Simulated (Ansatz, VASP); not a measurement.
## Two plane-wave programs on SnO2

```xyz
6
Lattice="-2.0302 2.0302 4.5992 2.0302 -2.0302 4.5992 2.0302 2.0302 -4.5992" Properties=species:S:1:pos:R:3 pbc="T T T"
Sn    0.0000    2.0302    2.2996
Sn    0.0000    0.0000    0.0000
O     0.0000    0.0000    7.1901
O     0.0000    2.0302    4.3080
O     0.0000    0.0000    2.0084
O     0.0000    2.0302    0.2912
```

Alike in both runs: functional PBEsol; k mesh 10 × 10 × 10; occupations gaussian, width 0.05 eV; no spin polarisation.

Ansatz relaxed the structure, and its values are those at the end. VASP's run is a single point on that final structure, the one shown.

|  | VASP | Ansatz |
| --- | --- | --- |
| version | VASP 6.6.1 | Ansatz 0.2.0 |
| potentials or method | VASP PAW PBE potentials, release 64 (Sn_d, O), cutoff 520 eV | scalar-relativistic, plane waves, PAW |
| valence electrons in the cell | 52 | 52 |

```tsv
	VASP	Ansatz	Ansatz less VASP
gap on the k mesh at the Fermi level (eV)	2.08	2.09	+0.009
least direct gap on the mesh (eV)	2.84	2.85	+0.004
pressure (GPa)	12.0	11.2	-0.87
rms of the force components (eV/Å)	0.025	0.002	-0.0230
```

VASP's potentials were made for PBE, not for PBEsol, and Ansatz warns of the same on its side. Ansatz's warnings: stress scf threshold loose.
